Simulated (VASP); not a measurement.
Wanted: the native input for a VASP 6.6.1 run.

```yaml
Task: single point
Functional: PBE
Dispersion: D3(BJ)
Potentials_or_basis: VASP PAW PBE potentials, release 64 (Al, O)
Cutoff: 520 eV
k_mesh: 9 × 9 × 4
Occupations: gaussian, width 0.05 eV
Spin: no spin polarisation
Dipole_correction: no
Further_INCAR_settings: ALGO = Normal; EDIFF = 1e-06; NBANDS = 20
```

The structure of Al2O3 lies in POSCAR:

```
Al2O3
1.0
    2.8385000000      0.0000000000      0.0000000000
   -1.4192500000      2.4582131086      0.0000000000
    0.0000000000      0.0000000000      6.6396000000
Al O
2 3
Direct
    0.0000000000      0.0000000000      0.1907358529
    0.0000000000      0.0000000000      0.8092641471
    0.3333333333      0.6666666667      0.2840924954
    0.6666666667      0.3333333333      0.0000000000
    0.3333333333      0.6666666667      0.7159075046
```

The input as run:

INCAR

```
PREC = Accurate ; ENCUT = 520
EDIFF = 1E-6 ; ISMEAR = 0
SIGMA = 0.05 ; LREAL = F
LASPH = T ; NELM = 100
ALGO = Normal ; ISIF = 2
LWAVE = F ; LCHARG = F
GGA = PE ; IVDW = 12
NBANDS = 20
```

KPOINTS

```
regular mesh
0
Gamma
  9 9 4
```

Potentials or basis: VASP PAW PBE potentials, release 64 (Al, O).

Launch:

```sh
$ cat potpaw_PBE.64/Al/POTCAR potpaw_PBE.64/O/POTCAR > POTCAR
$ mpirun -np 1 vasp_std > vasp.out
```

Results of the run:

The pressure is 20.7 GPa. The largest force is 1.449 eV/Å and the band gap on the k mesh is 4.52 eV (least direct gap 4.64 eV). The dispersion energy per atom is -0.218 eV.

Caveat: the cell stands under pressure; an odd mesh through Γ misses points on the zone boundary, where band edges can lie; forces of over 1 eV/Å act on the atoms, so gaps and moduli don't describe the material at rest.

Run time: 18 s on 1 thread of AMD EPYC 9R45 96-Core Processor (Zen 5) (shared host), peak memory 0.16 GiB.
